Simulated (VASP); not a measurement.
# Ir: single point with LDA

Ir:

```
CELL_PARAMETERS angstrom
2.70462 0.00000 0.00000
-1.35231 2.34227 0.00000
0.00000 0.00000 4.38801
ATOMIC_POSITIONS crystal
Ir 0.33333 0.66667 0.25000
Ir 0.66667 0.33333 0.75000
```

This isn't the form of Ir at room conditions, which is fcc.

```
Program                : VASP 6.6.1
Task                   : single point
Functional             : LDA
Potentials or basis    : VASP PAW LDA potentials, release 64 (Ir_sv_GW)
Cutoff                 : 560 eV
k mesh                 : 9 × 9 × 5
Occupations            : fermi-dirac, width 0.05 eV
Spin                   : no spin polarisation
Dipole correction      : no
Further INCAR settings : ALGO = Normal; EDIFF = 1e-06; NBANDS = 24
```

```
Pressure               : -0.3 GPa
Band gap on the k mesh : zero (bands 17 and 18 overlap by 3.19 eV)
```

Levels at points of the mesh, in eV from the Fermi level:
```csv
k point,band 14,band 15,band 16,band 17,band 18,band 19,band 20,band 21
"(0.00, 0.00, 0.00)",-3.23,-3.23,-2.41,-2.41,-0.76,0.34,0.34,7.31
```

Wall time 19 s on 1 thread of Intel(R) Xeon(R) Platinum 8375C CPU @ 2.90GHz (Ice Lake) (shared host), peak memory 0.15 GiB.

Caveat: spin-orbit coupling is left out, which moves the levels of the heavy elements.
